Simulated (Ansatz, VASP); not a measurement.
## Pb: VASP beside Ansatz

INCAR

```
SYSTEM = Pb
PREC = Accurate
ENCUT = 520
EDIFF = 1E-6
ISMEAR = -1
SIGMA = 0.1
LREAL = .FALSE.
LASPH = .TRUE.
NELM = 150
ALGO = Normal
ISIF = 2
LWAVE = .FALSE.
LCHARG = .FALSE.
MAGMOM = 0 0 0
LORBIT = 11
LSORBIT = .TRUE.
GGA_COMPAT = .FALSE.
LORBMOM = .TRUE.
GGA = PE
NBANDS = 25
```

KPOINTS

```
regular mesh
0
G
  11 11 11
  0 0 0
```

The input POSCAR:

```
Pb
1.0
   -1.9978397246      1.9978397246      1.9978397246
    1.9978397246     -1.9978397246      1.9978397246
    1.9978397246      1.9978397246     -1.9978397246
Pb
1
Direct
    0.0000000000      0.0000000000      0.0000000000
```

Input for Ansatz:

```yaml
crystal:
  lattice:
    - [-1.9978397246, 1.9978397246, 1.9978397246]
    - [1.9978397246, -1.9978397246, 1.9978397246]
    - [1.9978397246, 1.9978397246, -1.9978397246]
  atoms:
    - { symbol: Pb, position: [0.0, 0.0, 0.0] }
hamiltonian:
  xc: pbe
  pseudopotentials:
    kind: paw_fr
    azcp:
      Pb: "pseudopotentials/Pb.paw.azcp"
basis:
  ecutwfc: 420
  fft_grid_basis: typed
kpoints:
  mp_grid: { grid: [11, 11, 11], shift: [0, 0, 0] }
magnetization:
  noncollinear: true
  spin_orbit: true
scf:
  occupations: { method: fermi_dirac, width: 0.1 }
```

Alike in both runs: task single point; functional PBE; k mesh 11 × 11 × 11; occupations fermi-dirac, width 0.1 eV; non-collinear spin, spin-orbit coupling.

|  | VASP | Ansatz |
| --- | --- | --- |
| version | VASP 6.6.1 | Ansatz 0.2.0 |
| potentials or method | VASP PAW PBE potentials, release 64 (Pb_d), cutoff 520 eV | plane waves (420 eV) with PAW, fully relativistic with spin-orbit coupling |
| valence electrons in the cell | 14 | 14 |

```csv
,VASP,Ansatz,Ansatz less VASP
net moment per atom (μB),0.00,0.00,0.000
```
